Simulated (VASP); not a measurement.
# Sc (Fm-3m) in VASP: single point with r2SCAN

Aim: the single point of Sc with r2SCAN.

Everything below comes from runs of VASP 6.6.1. Logs are shortened: lines on timing, memory, paths and dates and some standing lists are left out, and cuts for length are marked.

## Step 1: The cell of the first run

It takes space group Fm-3m (No. 225, cubic). The conventional cell has a = 4.479 Å, b = 4.479 Å, c = 4.479 Å, α = 90.00°, β = 90.00°, γ = 90.00°. Sc (site symmetry m-3m) has 12 Sc at 3.17 Å within 4.2 Å.

This isn't the form of Sc at room conditions, which is hcp.

## Step 2: Single point, r2SCAN, collinear spin (22.47 Å³/atom)

The input, POSCAR:

```
Sc
1.0
    0.0000000000      2.2396463281      2.2396463281
    2.2396463281      0.0000000000      2.2396463281
    2.2396463281      2.2396463281      0.0000000000
Sc
1
Direct
    0.0000000000      0.0000000000      0.0000000000
```

The input, INCAR.step1:

```
SYSTEM = Sc
PREC = Accurate ; ENCUT = 520
ISMEAR = -1 ; SIGMA = 0.05
LREAL = .False. ; LASPH = .True.
NELM = 150 ; ISPIN = 2
MAGMOM = 0.633 ; LMAXMIX = 4
NBANDS = 16 ; GGA = PE
ALGO = Normal ; EDIFF = 1E-4
LWAVE = .True. ; LCHARG = .False.
```

The input, INCAR.step2:

```
SYSTEM = Sc
PREC = Accurate ; ENCUT = 520
EDIFF = 1E-7 ; ISMEAR = -1
SIGMA = 0.05 ; LREAL = .False.
LASPH = .True. ; NELM = 150
ALGO = Normal ; ISIF = 2
LWAVE = .False. ; LCHARG = .False.
ISPIN = 2 ; MAGMOM = 0.633
LORBIT = 11 ; LMAXMIX = 4
METAGGA = R2SCAN ; LMIXTAU = .True.
NBANDS = 16 ; ISTART = 1
```

The input, KPOINTS:

```
regular mesh
0
Gamma
  19 19 19
  0 0 0
```

Potentials or basis: VASP PAW PBE potentials, release 64 (Sc_sv).

The run is started by

```bash
cat potpaw_PBE.64/Sc_sv/POTCAR > POTCAR
cp INCAR.step1 INCAR
mpirun -np 1 vasp_std > vasp.out
cp INCAR.step2 INCAR
mpirun -np 1 vasp_std > vasp.out
```

OUTCAR:

```text
SYSTEM = Sc
   PREC = Accurate
   ENCUT = 520
   EDIFF = 1E-7
   ISMEAR = -1
   LREAL = .False.
   LASPH = .True.
   NELM = 150
   ISIF = 2
   ISPIN = 2
   LORBIT = 11
   METAGGA = R2SCAN
   ISTART = 1

 ion  position               nearest neighbor table
   1  0.000  0.000  0.000-

  LATTYP: Found a face centered cubic cell.
 ALAT       =     4.4792926562

  Lattice vectors:

 A1 = (   0.0000000000,   2.2396463281,   2.2396463281)
 A2 = (   2.2396463281,   0.0000000000,   2.2396463281)
 A3 = (   2.2396463281,   2.2396463281,   0.0000000000)

Analysis of symmetry for initial positions (statically):
=====================================================================
 Subroutine PRICEL returns:
 Original cell was already a primitive cell.

 Routine SETGRP: Setting up the symmetry group for a
 face centered cubic supercell.

 Subroutine GETGRP returns: Found 48 space group operations
 (whereof 48 operations were pure point group operations)
 out of a pool of 48 trial point group operations.

The static configuration has the point symmetry O_h .

Analysis of symmetry for dynamics (positions and initial velocities):
=====================================================================
 Subroutine PRICEL returns:
 Original cell was already a primitive cell.

 Routine SETGRP: Setting up the symmetry group for a
 face centered cubic supercell.

 Subroutine GETGRP returns: Found 48 space group operations
 (whereof 48 operations were pure point group operations)
 out of a pool of 48 trial point group operations.

The dynamic configuration has the point symmetry O_h .

Analysis of structural, dynamic, and magnetic symmetry:
=====================================================================
 Subroutine PRICEL returns:
 Original cell was already a primitive cell.

 Routine SETGRP: Setting up the symmetry group for a
 face centered cubic supercell.

 Subroutine GETGRP returns: Found 48 space group operations
 (whereof 48 operations were pure point group operations)
 out of a pool of 48 trial point group operations.

The overall configuration has the point symmetry O_h .

 Subroutine INISYM returns: Found 48 space group operations
 (whereof 48 operations are pure point group operations),
 and found     1 'primitive' translations

----------------------------------------------------------------------------------------

                                     Primitive cell

  volume of cell :      22.4682

  direct lattice vectors                    reciprocal lattice vectors
     0.000000000  2.239646328  2.239646328    -0.223249534  0.223249534  0.223249534
     2.239646328  0.000000000  2.239646328     0.223249534 -0.223249534  0.223249534
[... 96 lines left out ...]
   EMIN   =  10.00;   EMAX   =-10.00  energy-range for DOS
   EFERMI =   0.00;   METHOD = LEGACY
   ISMEAR =    -1;   SIGMA  =   0.05  broadening in eV -4-tet -1-fermi 0-gaus
   EFERMI_NEDOS =   21; number of points for ismear=-14 and -15
   IALGO  =     38    algorithm
   IMIX   =      4    mixing-type and parameters
     AMIX     =   0.40;   BMIX     =  1.00
     AMIX_MAG =   1.60;   BMIX_MAG =  1.00
  volume/ion in A,a.u.               =      22.47       151.62
  Fermi-wavevector in a.u.,A,eV,Ry     =   1.290277  2.438270 22.651179  1.664815
  Thomas-Fermi vector in A             =   2.422118
   LORBIT       =     11    0 simple, 1 ext, 2 COOP (PROOUT), +10 PAW based schemes
   METAGGA = R2SCAN    functional components
   LHFCALC =     F    Hartree Fock is set to
   AEXX    =    0.0000 exact exchange contribution
   IVDW    =     0    specifies the selected vdW correction
   LEPSILON=     F    determine dielectric tensor
   LRPA    =     F    only Hartree local field effects (RPA)
 spin polarized calculation
  energy-cutoff  :      520.00
  volume of cell :       22.47
 maximum number of plane-waves:       620
   NGX = 11   NGY = 11   NGZ = 11

 number of electron      11.0000003 magnetization      -0.0000675

 Free energy of the ion-electron system (eV)
  ---------------------------------------------------
  ext. energy  EPLUGINS =         0.00000000
  ---------------------------------------------------
  free energy    TOTEN  =       -11.24927214 eV

  energy without entropy =      -11.23543311  energy(sigma->0) =      -11.24235262

 E-fermi :   4.3619     XC(G=0): -11.0169

 val. band max:        4.3607882667   @ k =  -0.2632   0.4211   0.1579
 cond. band min:       4.3654388578   @ k =   0.4211   0.3158   0.1053
 fundamental gap:      0.0046505911
 Fermi energy:         4.3619063169

 spin component 1

 k-point     1 :       0.0000    0.0000    0.0000
  band No.  band energies     occupation
      1     -46.9260      1.00000
      2     -24.2992      1.00000
      3     -24.2992      1.00000
      4     -24.2992      1.00000
      5      -1.3828      1.00000
      6       6.2928      0.00000
[... 435 lines left out ...]
      5       0.6852      1.00000
      6       5.0572      0.00000
[... 8 lines left out ...]
     15      24.1150      0.00000
     16      24.3448      0.00000

 [... further k-points ...]

 spin component 2

 k-point     1 :       0.0000    0.0000    0.0000
  band No.  band energies     occupation
      1     -46.9260      1.00000
      2     -24.2993      1.00000
      3     -24.2993      1.00000
      4     -24.2992      1.00000
      5      -1.3829      1.00000
      6       6.2927      0.00000
[... 435 lines left out ...]
      5       0.6852      1.00000
      6       5.0572      0.00000
[... 8 lines left out ...]
     15      24.1150      0.00000
     16      24.3447      0.00000

 [... further k-points ...]
[... 5 lines left out ...]
  --------------------------------------------------------------------------------------
  -------------------------------------------------------------------------------------
  Total        0.9798159      0.9798159      0.9798159      0.0000000     -0.0000000      0.0000000
  in kB       69.8693577     69.8693577     69.8693577      0.0000000     -0.0000000      0.0000000
  external PRESSURE =      69.8693577 kB  Pullay stress =       0.0000000 kB

 VOLUME and BASIS-vectors are now :
 -----------------------------------------------------------------------------
  energy-cutoff  :      520.00
  volume of cell :       22.47
      direct lattice vectors                 reciprocal lattice vectors
     0.000000000  2.239646328  2.239646328    -0.223249534  0.223249534  0.223249534
     2.239646328  0.000000000  2.239646328     0.223249534 -0.223249534  0.223249534
     2.239646328  2.239646328  0.000000000     0.223249534  0.223249534 -0.223249534

 POSITION                                       TOTAL-FORCE (eV/Angst)
 -----------------------------------------------------------------------------------
      0.00000      0.00000      0.00000         0.000000     -0.000000      0.000000
 -----------------------------------------------------------------------------------
    total drift:                                0.000000      0.000000      0.000000

  FREE ENERGIE OF THE ION-ELECTRON SYSTEM (eV)
  ---------------------------------------------------
  free  energy   TOTEN  =       -11.2492721380 eV

  energy  without entropy=      -11.2354331054  energy(sigma->0) =      -11.24235262

 total charge

# of ion       s       p       d       tot
------------------------------------------
    1        2.284   6.122   1.047   9.454

 magnetization (x)

# of ion       s       p       d       tot
------------------------------------------
    1       -0.000  -0.000  -0.000  -0.000
```

OUTCAR.step1:

```text
SYSTEM = Sc
   PREC = Accurate
   ENCUT = 520
   ISMEAR = -1
   LREAL = .False.
   LASPH = .True.
[... 1151 lines left out ...]
 -----------------------------------------------------------------------------------
      0.00000      0.00000      0.00000        -0.000000     -0.000000      0.000000
 -----------------------------------------------------------------------------------
    total drift:                                0.000000      0.000000     -0.000000

  FREE ENERGIE OF THE ION-ELECTRON SYSTEM (eV)
  ---------------------------------------------------
  free  energy   TOTEN  =        -6.1722627085 eV

  energy  without entropy=       -6.1583007015  energy(sigma->0) =       -6.16528171
```

OSZICAR.step1:

```text
N       E                     dE             d eps       ncg     rms          rms(c)
DAV:   1     0.722126374718E+02    0.72213E+02   -0.47900E+03 14360   0.686E+02
DAV:   2    -0.544983286925E+01   -0.77662E+02   -0.75283E+02 14456   0.220E+02
DAV:   3    -0.669731581686E+01   -0.12475E+01   -0.12448E+01 18136   0.352E+01
DAV:   4    -0.671342909608E+01   -0.16113E-01   -0.16113E-01 15624   0.334E+00
DAV:   5    -0.671382087853E+01   -0.39178E-03   -0.39178E-03 21344   0.596E-01    0.641E+00
DAV:   6    -0.623623512486E+01    0.47759E+00   -0.46693E-01 16896   0.970E+00    0.197E+00
DAV:   7    -0.617000080544E+01    0.66234E-01   -0.10568E-01 20496   0.412E+00    0.927E-01
DAV:   8    -0.617278392475E+01   -0.27831E-02   -0.79737E-03 17400   0.810E-01    0.350E-01
DAV:   9    -0.617190547014E+01    0.87845E-03   -0.22594E-03 15688   0.463E-01    0.237E-01
DAV:  10    -0.617225016618E+01   -0.34470E-03   -0.13282E-04 15336   0.106E-01    0.233E-02
DAV:  11    -0.617226270854E+01   -0.12542E-04   -0.41410E-05  8928   0.559E-02
   1 F= -.61722627E+01 E0= -.61652817E+01  d E =-.139620E-01  mag=    -0.0002
```

It took 6.2 min on 1 thread of Intel Xeon 8259CL, shared host; peak memory 0.24 GiB.

What came out:

```
Free energy                                           : -11.2493 eV
Pressure                                              : 7.0 GPa
Net moment                                            : 0.00 μB per cell
Valence electrons inside the program's atomic spheres : Sc 9.45
```

Levels at points of the mesh, in eV from the Fermi level:
Spin up:
| k point | band 2 | band 3 | band 4 | band 5 | band 6 | band 7 | band 8 | band 9 |
| --- | --- | --- | --- | --- | --- | --- | --- | --- |
| (0.00, 0.00, 0.00) | -28.66 | -28.66 | -28.66 | -5.74 | 1.93 | 1.93 | 1.93 | 3.58 |
Spin down:
```
           k point  band 1  band 2  band 3  band 4  band 5  band 6  band 7  band 8  band 9  band 10
(0.00, 0.00, 0.00)  -51.29  -28.66  -28.66  -28.66   -5.74    1.93    1.93    1.93    3.58     3.58
```

Caveat: the cell stands under pressure; the PAW data sets were made with another functional, which shifts forces and pressure a little.
